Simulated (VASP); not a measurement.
SiC (Moissanite 3C):

```
Si C
1.0
     0.00000    2.16438    2.16438
     2.16438    0.00000    2.16438
     2.16438    2.16438    0.00000
Si C
1 1
Direct
  0.00000 0.00000 0.00000
  0.75000 0.75000 0.75000
```

Base run:

- Program: VASP 6.6.1
- Functional: PBE
- Dispersion: D3(BJ)
- Potentials or basis: VASP PAW PBE potentials, release 64 (Si, C)
- Cutoff: 600 eV
- k mesh: 10 × 10 × 10
- Occupations: fermi-dirac, width 0.05 eV
- Spin: no spin polarisation

Its results: band gap on the k mesh 1.34 eV, indirect (least direct gap 4.56 eV); pressure 2.9 GPa.

Problem. The run is repeated on the same cell with these changes: functional from PBE to revPBE. What comes out?

Solution. Band gap on the k mesh 1.34 eV, indirect (least direct gap 4.56 eV); pressure 0.2 GPa.

Caveats: the PAW data sets were made with another functional, which shifts forces and pressure a little (some runs).

A k mesh can miss the band edges.
